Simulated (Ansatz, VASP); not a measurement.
BaTiO3: VASP beside Ansatz

```
Ba Ti O
1.0
     3.98545    0.00000    0.00000
     0.00000    3.98545    0.00000
     0.00000    0.00000    4.07447
Ba Ti O
1 1 3
Direct
  0.50000 0.50000 0.58354
  0.00000 0.00000 0.09986
  0.00000 0.50000 0.06303
  0.50000 0.00000 0.06303
  0.00000 0.00000 0.55053
```

Change from the starting cell: strain along c alone, the other axes held, atoms relaxed: -3.0 %.

Alike in both runs: functional PBE; k mesh 8 × 8 × 6; occupations gaussian, width 0.02 eV; no spin polarisation.

Ansatz relaxed the structure, and its values are those at the end. VASP's run is a single point on that final structure, the one shown.

|  | VASP | Ansatz |
| --- | --- | --- |
| version | VASP 6.6.1 | Ansatz 0.2.0 |
| potentials or method | VASP PAW PBE potentials, release 64 (Ba_sv, Ti_sv, O), cutoff 520 eV | scalar-relativistic, plane waves, PAW |
| valence electrons in the cell | 40 | 40 |

Ansatz gave:

```
gap on the k mesh at the Fermi level (eV) : 1.86
least direct gap on the mesh (eV)         : 2.26
pressure (GPa)                            : 2.8
rms of the force components (eV/Å)        : 0.000
```

Question: What did VASP give for the same quantities?

Answer: gap on the k mesh at the Fermi level (eV): 1.80; least direct gap on the mesh (eV): 2.23; pressure (GPa): 4.6; rms of the force components (eV/Å): 0.026.

Ansatz's warnings: stress scf threshold loose.

Spin-orbit coupling is off throughout.
